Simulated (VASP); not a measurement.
# AlN (F-43m) in VASP: a series of runs

Runs on AlN. Level: r2SCAN. Tasks: single point.

Program: VASP 6.6.1. These are calculated values, not measurements. Logs are shortened: lines on timing, memory, paths and dates and some standing lists are left out, and cuts for length are marked.

### 1 The cell of the first run

The structure is cubic, space group F-43m (No. 216). The conventional cell has a = 4.370 Å, b = 4.370 Å, c = 4.370 Å, α = 90.00°, β = 90.00°, γ = 90.00°. Al (site symmetry -43m) has 4 N at 1.89 Å within 2.5 Å. N (site symmetry -43m) has 4 Al at 1.89 Å within 2.5 Å.

### 2 Single point, r2SCAN

POSCAR

```
AlN
1.0
    2.1849006262     -2.1849006262      0.0000000000
    2.1849006262      0.0000000000     -2.1849006262
    8.7396025047      8.7396025047      8.7396025047
Al N
6 6
Direct
    1.0000000000      0.0000000000      0.5000000000
    0.3333333333      0.3333333333      0.3333333333
    0.6666666667      0.6666666667      0.6666666667
    1.0000000000      1.0000000000      0.0000000000
    0.3333333333      0.3333333333      0.8333333333
    0.6666666667      0.6666666667      0.1666666667
    0.6666666667      0.6666666667      0.5416666667
    1.0000000000      1.0000000000      0.3750000000
    0.3333333333      0.3333333333      0.7083333333
    0.6666666667      0.6666666667      0.0416666667
    0.0000000000      0.0000000000      0.8750000000
    0.3333333333      0.3333333333      0.2083333333
```

INCAR.step1

```
ALGO = Normal
EDIFF = 1E-4
ENCUT = 520
GGA = PE
ISMEAR = 0
LASPH = True
LCHARG = False
LREAL = False
LWAVE = True
NBANDS = 36
NELM = 80
PREC = Accurate
SIGMA = 0.05
```

INCAR.step2

```
ALGO = Normal
EDIFF = 1E-6
ENCUT = 520
ISIF = 2
ISMEAR = 0
ISTART = 1
LASPH = True
LCHARG = False
LMIXTAU = True
LREAL = False
LWAVE = False
METAGGA = R2SCAN
NBANDS = 36
NELM = 80
PREC = Accurate
SIGMA = 0.05
```

KPOINTS

```
k-points
0
Gamma
  8 8 2
```

Potentials or basis: VASP PAW PBE potentials, release 64 (Al, N).

Command:

```bash
$ cat potpaw_PBE.64/Al/POTCAR potpaw_PBE.64/N/POTCAR > POTCAR
$ cp INCAR.step1 INCAR
$ mpirun -np 1 vasp_std > vasp.out
$ cp INCAR.step2 INCAR
$ mpirun -np 1 vasp_std > vasp.out
```

OUTCAR:

```text
EDIFF = 1E-6
   ENCUT = 520
   ISIF = 2
   ISMEAR = 0
   ISTART = 1
   LASPH = True
   LREAL = False
   METAGGA = R2SCAN
   NELM = 80
   PREC = Accurate

 ion  position               nearest neighbor table
   1  0.000  0.000  0.500-   8 1.89   7 1.89   7 1.89   7 1.89   2 3.09   3 3.09   3 3.09   3 3.09
                             2 3.09   2 3.09
   2  0.333  0.333  0.333-  12 1.89   8 1.89   8 1.89   8 1.89   6 3.09   6 3.09   6 3.09   1 3.09
                             1 3.09   1 3.09
   3  0.667  0.667  0.667-   9 1.89   9 1.89   7 1.89   9 1.89   5 3.09   5 3.09   5 3.09   1 3.09
                             1 3.09   1 3.09
   4  0.000  0.000  0.000-  11 1.89  10 1.89  10 1.89  10 1.89   5 3.09   6 3.09   6 3.09   6 3.09
                             5 3.09   5 3.09
   5  0.333  0.333  0.833-   9 1.89  11 1.89  11 1.89  11 1.89   3 3.09   3 3.09   3 3.09   4 3.09
                             4 3.09   4 3.09
   6  0.667  0.667  0.167-  12 1.89  12 1.89  10 1.89  12 1.89   2 3.09   2 3.09   2 3.09   4 3.09
                             4 3.09   4 3.09
   7  0.667  0.667  0.542-   3 1.89   1 1.89   1 1.89   1 1.89
   8  0.000  0.000  0.375-   1 1.89   2 1.89   2 1.89   2 1.89
   9  0.333  0.333  0.708-   3 1.89   3 1.89   5 1.89   3 1.89
  10  0.667  0.667  0.042-   6 1.89   4 1.89   4 1.89   4 1.89
  11  0.000  0.000  0.875-   4 1.89   5 1.89   5 1.89   5 1.89
  12  0.333  0.333  0.208-   6 1.89   6 1.89   2 1.89   6 1.89

  LATTYP: Found a hexagonal cell.
 ALAT       =     3.0899160980
 C/A-ratio  =     4.8989794855

  Lattice vectors:

 A1 = (  -2.1849006262,   0.0000000000,   2.1849006262)
 A2 = (   2.1849006262,  -2.1849006262,   0.0000000000)
 A3 = (   8.7396025047,   8.7396025047,   8.7396025047)

Analysis of symmetry for initial positions (statically):
=====================================================================
 Subroutine PRICEL returns following result:

  LATTYP: Found a face centered cubic cell.
 ALAT       =     4.3698012530

  Lattice vectors:

 A1 = (  -2.1849006266,  -2.1849006264,  -0.0000000002)
 A2 = (  -0.0000000013,  -2.1849006269,   2.1849006255)
 A3 = (  -2.1849006262,   0.0000000000,   2.1849006262)

   6 primitive cells build up your supercell.

 Routine SETGRP: Setting up the symmetry group for a
 hexagonal supercell.

 Subroutine GETGRP returns: Found  6 space group operations
 (whereof  6 operations were pure point group operations)
 out of a pool of 24 trial point group operations.

The static configuration has the point symmetry C_3v.

Analysis of symmetry for dynamics (positions and initial velocities):
=====================================================================
 Subroutine PRICEL returns following result:

  LATTYP: Found a face centered cubic cell.
 ALAT       =     4.3698012530

  Lattice vectors:

 A1 = (  -2.1849006266,  -2.1849006264,  -0.0000000002)
 A2 = (  -0.0000000013,  -2.1849006269,   2.1849006255)
 A3 = (  -2.1849006262,   0.0000000000,   2.1849006262)

   6 primitive cells build up your supercell.

 Routine SETGRP: Setting up the symmetry group for a
 hexagonal supercell.

 Subroutine GETGRP returns: Found  6 space group operations
 (whereof  6 operations were pure point group operations)
 out of a pool of 24 trial point group operations.

The dynamic configuration has the point symmetry C_3v.

 Subroutine INISYM returns: Found  6 space group operations
 (whereof  6 operations are pure point group operations),
 and found     6 'primitive' translations

----------------------------------------------------------------------------------------

                                     Primitive cell

  volume of cell :      20.8605

  direct lattice vectors                    reciprocal lattice vectors
    -2.184900627 -2.184900626 -0.000000000    -0.228843360 -0.228843360 -0.228843360
    -0.000000001 -2.184900627  2.184900626     0.228843360 -0.228843360  0.228843360
    -2.184900626  0.000000000  2.184900626    -0.228843360  0.228843360  0.228843360

  length of vectors
     3.089916098  3.089916098  3.089916098     0.396368326  0.396368326  0.396368326

  position of ions in fractional coordinates (direct lattice)
     0.000000000  0.000000000  1.000000000
     0.750000000  0.750000000  0.750000000

  ion indices of the primitive-cell ions
   primitive index   ion index
                 1           1
                 2           8

----------------------------------------------------------------------------------------

 KPOINTS: k-points

Automatic generation of k-mesh.
 Grid dimensions read from file:
 generate k-points for:    8    8    2

 Generating k-lattice:

  Cartesian coordinates                     Fractional coordinates (reciprocal lattice)
     0.019070280 -0.038140560  0.019070280     0.125000000  0.000000000  0.000000000
     0.019070280  0.019070280 -0.038140560     0.000000000  0.125000000  0.000000000
     0.019070280  0.019070280  0.019070280     0.000000000  0.000000000  0.500000000

  Length of vectors
     0.046712455  0.046712455  0.033030694

  Shift w.r.t. Gamma in fractional coordinates (k-lattice)
     0.000000000  0.000000000  0.000000000

 Subroutine IBZKPT returns following result:
 ===========================================

 Found     20 irreducible k-points:

 Following reciprocal coordinates:
            Coordinates               Weight
  0.000000  0.000000  0.000000      1.000000
  0.125000  0.000000  0.000000      6.000000
  0.250000  0.000000  0.000000      6.000000
  0.375000  0.000000  0.000000      6.000000
  0.500000  0.000000  0.000000      3.000000
  0.250000  0.125000  0.000000      6.000000
[... 12 lines left out ...]
  0.500000  0.250000  0.500000      6.000000
 -0.375000  0.250000  0.500000      6.000000
   k-points           NKPTS =     20   k-points in BZ     NKDIM =     20   number of bands    NBANDS=     36
   number of dos      NEDOS =    301   number of ions     NIONS =     12
   total plane-waves  NPLWV =  69120
   dimension x,y,z NGX =    24 NGY =   24 NGZ =  120
   dimension x,y,z NGXF=    48 NGYF=   48 NGZF=  240
   ions per type =               6   6
   NGX,Y,Z   is equivalent  to a cutoff of  12.91, 12.91, 13.18 a.u.
   NGXF,Y,Z  is equivalent  to a cutoff of  25.83, 25.83, 26.36 a.u.
 SYSTEM =  unknown system
   PREC   = accura    normal or accurate (medium, high low for compatibility)
   ISTART =      1    job   : 0-new  1-cont  2-samecut
   ICHARG =      0    charge: 1-file 2-atom 10-const
   ISPIN  =      1    spin polarized calculation?
   LNONCOLLINEAR =      F non collinear calculations
   LSORBIT =      F    spin-orbit coupling
   LASPH  =      T    aspherical Exc in radial PAW
   ENCUT  =  520.0 eV  38.22 Ry    6.18 a.u.   5.75  5.75 28.15*2*pi/ulx,y,z
   NELM   =     80;   NELMIN=  2; NELMDL=  0     # of ELM steps
   EDIFF  = 0.1E-05   stopping-criterion for ELM
   LREAL  =      F    real-space projection
   EDIFFG = 0.1E-04   stopping-criterion for IOM
   NSW    =      0    number of steps for IOM
   IBRION =     -1    ionic relax: 0-MD 1-quasi-New 2-CG
   NFREE  =      0    steps in history (QN), initial steepest desc. (CG)
   ISIF   =      2    stress and relaxation
   ISYM   =      2    0-nonsym 1-usesym 2-fastsym
   POTIM  = 0.5000    time-step for ionic-motion
   TEBEG  =    0.0;   TEEND  =   0.0 temperature during run
   PSTRESS=    0.0 pullay stress
   NELECT =      48.0000    total number of electrons
   NUPDOWN=      -1.0000    fix difference up-down
   EMIN   =  10.00;   EMAX   =-10.00  energy-range for DOS
   EFERMI =   0.00;   METHOD = LEGACY
   ISMEAR =     0;   SIGMA  =   0.05  broadening in eV -4-tet -1-fermi 0-gaus
   EFERMI_NEDOS =   21; number of points for ismear=-14 and -15
   IALGO  =     38    algorithm
   IMIX   =      4    mixing-type and parameters
     AMIX     =   0.40;   BMIX     =  1.00
     AMIX_MAG =   1.60;   BMIX_MAG =  1.00
  volume/ion in A,a.u.               =      10.43        70.39
  Fermi-wavevector in a.u.,A,eV,Ry     =   1.189405  2.247650 19.247952  1.414685
  Thomas-Fermi vector in A             =   2.325513
   LORBIT       =      0    0 simple, 1 ext, 2 COOP (PROOUT), +10 PAW based schemes
   METAGGA = R2SCAN    functional components
   LHFCALC =     F    Hartree Fock is set to
   AEXX    =    0.0000 exact exchange contribution
   IVDW    =     0    specifies the selected vdW correction
   LEPSILON=     F    determine dielectric tensor
   LRPA    =     F    only Hartree local field effects (RPA)
 non-spin polarized calculation
 Gauss-broadening in eV      SIGMA  =   0.05
  energy-cutoff  :      520.00
  volume of cell :      125.16
 maximum number of plane-waves:      3412
   NGX = 11   NGY = 11   NGZ = 57

 number of electron      47.9999995 magnetization

 Free energy of the ion-electron system (eV)
  ---------------------------------------------------
  ext. energy  EPLUGINS =         0.00000000
  ---------------------------------------------------
  free energy    TOTEN  =      -115.08000732 eV

  energy without entropy =     -115.08000732  energy(sigma->0) =     -115.08000732

 E-fermi :   5.9010     XC(G=0): -11.4128

 val. band max:        5.6814737918   @ k =   0.0000   0.0000   0.0000
 cond. band min:       9.6152323681   @ k =   0.5000   0.0000   0.0000
 fundamental gap:      3.9337585763
 Fermi energy:         5.9009980862

 k-point     1 :       0.0000    0.0000    0.0000
  band No.  band energies     occupation
      1     -10.0531      2.00000
      2      -9.6560      2.00000
      3      -9.6560      2.00000
      4      -8.6834      2.00000
      5      -8.6834      2.00000
      6      -8.0438      2.00000
[... 28 lines left out ...]
     35      17.6182      0.00000
     36      18.2950      0.00000
[... 710 lines left out ...]
      6      -7.4600      2.00000
[... 28 lines left out ...]
     35      16.8544      0.00000
     36      16.8544      0.00000

------------------------ aborting loop because EDIFF is reached ----------------------------------------

  FORCE on cell =-STRESS in cart. coord.  units (eV):
  Direction    XX          YY          ZZ          XY          YZ          ZX
  --------------------------------------------------------------------------------------
  -------------------------------------------------------------------------------------
  Total       -0.3037005     -0.3037005     -0.3037005      0.0037498      0.0037498      0.0037498
  in kB       -3.8875837     -3.8875837     -3.8875837      0.0480005      0.0480005      0.0480005
  external PRESSURE =      -3.8875837 kB  Pullay stress =       0.0000000 kB

 VOLUME and BASIS-vectors are now :
 -----------------------------------------------------------------------------
  energy-cutoff  :      520.00
  volume of cell :      125.16
      direct lattice vectors                 reciprocal lattice vectors
     2.184900626 -2.184900626  0.000000000     0.152562240 -0.305124480  0.152562240
     2.184900626  0.000000000 -2.184900626     0.152562240  0.152562240 -0.305124480
     8.739602505  8.739602505  8.739602505     0.038140560  0.038140560  0.038140560

 POSITION                                       TOTAL-FORCE (eV/Angst)
 -----------------------------------------------------------------------------------
      4.36980      4.36980      4.36980         0.001428      0.001428      0.001428
      4.36980      2.18490      2.18490         0.001428      0.001428      0.001428
      8.73960      4.36980      4.36980         0.001428      0.001428      0.001428
      0.00000      0.00000      0.00000         0.001428      0.001428      0.001428
      8.73960      6.55470      6.55470         0.001428      0.001428      0.001428
      4.36980      0.00000      0.00000         0.001428      0.001428      0.001428
      7.64715      3.27735      3.27735        -0.001428     -0.001428     -0.001428
      3.27735      3.27735      3.27735        -0.001428     -0.001428     -0.001428
      7.64715      5.46225      5.46225        -0.001428     -0.001428     -0.001428
      3.27735     -1.09245     -1.09245        -0.001428     -0.001428     -0.001428
      7.64715      7.64715      7.64715        -0.001428     -0.001428     -0.001428
      3.27735      1.09245      1.09245        -0.001428     -0.001428     -0.001428
 -----------------------------------------------------------------------------------
    total drift:                                0.040668      0.040671      0.040671

  FREE ENERGIE OF THE ION-ELECTRON SYSTEM (eV)
  ---------------------------------------------------
  free  energy   TOTEN  =      -115.0800073162 eV

  energy  without entropy=     -115.0800073162  energy(sigma->0) =     -115.08000732
```

Run time: 8.6 min. Hardware: 1 thread of Intel Xeon 8259CL, shared host; peak memory 0.3 GiB.

Results:

```
Free energy            : -115.0800 eV
Pressure               : -0.4 GPa
Band gap on the k mesh : 3.93 eV
```

Levels at points of the mesh, in eV from the valence-band top:
| k point | band 22 | band 23 | band 24 | band 25 | band 26 | band 27 |
| --- | --- | --- | --- | --- | --- | --- |
| (0.00, 0.00, 0.00) | 0.00 | 0.00 | 0.00 | 4.88 | 6.32 | 6.32 |
| (0.50, 0.00, 0.00) | -0.87 | -0.49 | -0.49 | 3.93 | 5.33 | 5.33 |
| (0.00, 0.00, 0.50) | -0.04 | -0.04 | -0.04 | 5.36 | 5.36 | 7.21 |
| (0.50, 0.00, 0.50) | -0.81 | -0.59 | -0.59 | 4.34 | 4.34 | 6.58 |

Caveat: the PAW data sets were made with another functional, which shifts forces and pressure a little. A k mesh can miss the band edges.

[end of part 1 of 2]
